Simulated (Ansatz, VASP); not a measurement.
## One calculation of GaP, two programs

```
Ga P
1.0
     0.00000    2.70696    2.70696
     2.70696    0.00000    2.70696
     2.70696    2.70696    0.00000
Ga P
1 1
Direct
  0.00000 0.00000 0.00000
  0.75000 0.75000 0.75000
```

Change from the starting cell: volume scaled by 0.98.

Alike in both runs: task single point; functional PBE; k mesh 10 × 10 × 10; occupations fermi-dirac, width 0.05 eV; no spin polarisation.

```csv
,VASP,Ansatz
version,VASP 6.6.1,Ansatz 0.2.0
potentials or method,"VASP PAW PBE potentials, release 64 (Ga_d, P), cutoff 520 eV","all-electron LAPW, scalar-relativistic"
```

```tsv
	VASP	Ansatz	Ansatz less VASP
pressure (GPa)	4.3	4.3	+0.07
```

Ansatz ran all-electron here, and VASP with PAW potentials.
